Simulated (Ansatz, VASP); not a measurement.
# ZrB2 in VASP and in Ansatz

```xyz
3
Lattice="3.1362 0.0000 0.0000 0.0000 3.1362 0.0000 0.0000 0.0000 3.7604" Properties=species:S:1:pos:R:3 pbc="T T T"
Zr    0.0000    0.0000    1.8802
B     1.5681    0.0000    0.0000
B     0.0000    1.5681    0.0000
```

Alike in both runs: functional PBE; k mesh 14 × 14 × 12; occupations gaussian, width 0.1 eV; no spin polarisation.

Ansatz relaxed the structure, and its values are those at the end. VASP's run is a single point on that final structure, the one shown.

|  | VASP | Ansatz |
| --- | --- | --- |
| version | VASP 6.6.1 | Ansatz 0.2.0 |
| potentials or method | VASP PAW PBE potentials, release 64 (Zr_sv, B), cutoff 520 eV | scalar-relativistic, plane waves, PAW |
| valence electrons in the cell | 18 | 18 |

|  | VASP | Ansatz | Ansatz less VASP |
| --- | --- | --- | --- |
| gap on the k mesh at the Fermi level (eV) | none | none | - |
| pressure (GPa) | 0.1 | 0.0 | -0.08 |

A gap of «none» marks a metal or a gap that the smearing closes.
